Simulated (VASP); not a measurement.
Set up this calculation in VASP 6.6.1, as the native input.

| Quantity | Value |
| --- | --- |
| Task | relaxation of cell and atoms |
| Functional | PBEsol |
| Potentials or basis | VASP PAW PBE potentials, release 64 (Mo_sv) |
| Cutoff | 600 eV |
| k mesh | 22 × 22 × 22 |
| Occupations | fermi-dirac, width 0.05 eV |
| Spin | no spin polarisation |
| Dipole correction | no |
| Further INCAR settings | ALGO = Normal; EDIFF = 1e-06; IBRION = 2; EDIFFG = -0.002; NSW = 100; ISIF = 3 |

The structure of Mo lies in POSCAR:

```
Mo
1.0
   -1.5734150000      1.5734150000      1.5734150000
    1.5734150000     -1.5734150000      1.5734150000
    1.5734150000      1.5734150000     -1.5734150000
Mo
1
Direct
    0.0000000000      0.0000000000      0.0000000000
```

These files were run (other wordings do the same):

INCAR

```
SYSTEM = Mo
  PREC = Accurate
  ENCUT = 600
  EDIFF = 1E-6
  ISMEAR = -1
  SIGMA = 0.05
  LREAL = .False.
  LASPH = .True.
  NELM = 80
  ALGO = Normal
  ISIF = 3
  LWAVE = .False.
  LCHARG = .False.
  GGA = PS
  IBRION = 2
  NSW = 100
  EDIFFG = -0.002
```

KPOINTS

```
Automatic mesh
0
Gamma
  22 22 22
  0 0 0
```

Potentials or basis: VASP PAW PBE potentials, release 64 (Mo_sv).

Run with:

```console
$ cat potpaw_PBE.64/Mo_sv/POTCAR > POTCAR
$ mpirun -np 1 vasp_std > vasp.out
```

Results of the run:

```
Relaxed volume                        : 15.35 Å³/atom
Relaxed cell                          : a = 2.712 Å, b = 2.712 Å, c = 2.712 Å, α = 109.47°, β = 109.47°, γ = 109.47°
Space group after relaxing (to 0.1 Å) : Im-3m (No. 229)
Energy gained by relaxing             : 3.0 meV/atom
Ionic steps                           : 7
Pressure after relaxing               : 0.0 GPa
Band gap on the k mesh                : zero (bands 7 and 8 overlap by 5.52 eV)
```

Caveat: the PAW data sets were made with another functional, which shifts forces and pressure a little.

Run time: 2.1 min on 1 thread of Intel(R) Xeon(R) Platinum 8259CL CPU @ 2.50GHz (Skylake/Cascade Lake) (shared host), peak memory 0.2 GiB.
